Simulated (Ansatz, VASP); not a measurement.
# Be2Si in VASP and in Ansatz

INCAR

```
SYSTEM = Be2Si
ALGO     = Normal         ! electronic algorithm
EDIFF    = 1E-6           ! SCF threshold, eV
ENCUT    = 600            ! plane-wave cutoff, eV
GGA      = PS             ! functional
GGA_COMPAT= .False.      
ISIF     = 2              ! what is computed and relaxed
ISMEAR   = -1             ! smearing method
LASPH    = .True.         ! aspherical terms in the spheres
LCHARG   = .False.        ! write CHGCAR
LREAL    = .False.        ! projectors in reciprocal space
LWAVE    = .False.        ! write WAVECAR
NBANDS   = 11             ! bands
NELM     = 120            ! most SCF steps
PREC     = Accurate       ! precision mode
SIGMA    = 0.02           ! smearing width, eV
```

File KPOINTS:

```
k-points
0
Gamma
  6 6 6
  0 0 0
```

POSCAR

```
Be2Si
1.0
    0.0000000000      2.6413830465      2.6413830465
    2.6413830465      0.0000000000      2.6413830465
    2.6413830465      2.6413830465      0.0000000000
Si Be
1 2
Direct
    0.0000000000      0.0000000000      0.0000000000
    0.2500000000      0.2500000000      0.2500000000
    0.7500000000      0.7500000000      0.7500000000
```

Input for Ansatz:

```yaml
crystal:
  lattice:
    - [0.0, 2.6413830465, 2.6413830465]
    - [2.6413830465, 0.0, 2.6413830465]
    - [2.6413830465, 2.6413830465, 0.0]
  atoms:
    - { symbol: Si, position: [0.0, 0.0, 0.0] }
    - { symbol: Be, position: [0.25, 0.25, 0.25] }
    - { symbol: Be, position: [0.75, 0.75, 0.75] }
kpoints:
  mp_grid: { grid: [6, 6, 6] }
hamiltonian:
  xc: pbesol
scf:
  occupations: { method: fermi_dirac, width: 0.02 }
  n_extra_bands: 4
output:
  forces: true
  stress: true
  eigenvalues: true
```

Alike in both runs: task single point; functional PBEsol; k mesh 6 × 6 × 6; occupations fermi-dirac, width 0.02 eV; no spin polarisation.

```csv
,VASP,Ansatz
version,VASP 6.6.1,Ansatz 0.2.0
potentials or method,"VASP PAW PBE potentials, release 64 (Si, Be)","plane waves, PAW"
plane-wave cutoff (eV),600,420
valence electrons in the cell,8,8
```

```csv
,VASP,Ansatz,Ansatz less VASP
pressure (GPa),-1.1,-1.3,-0.24
```

VASP's potentials were made for PBE, not for PBEsol. With one functional, cell and mesh, what is left measures potentials, basis and numerics.
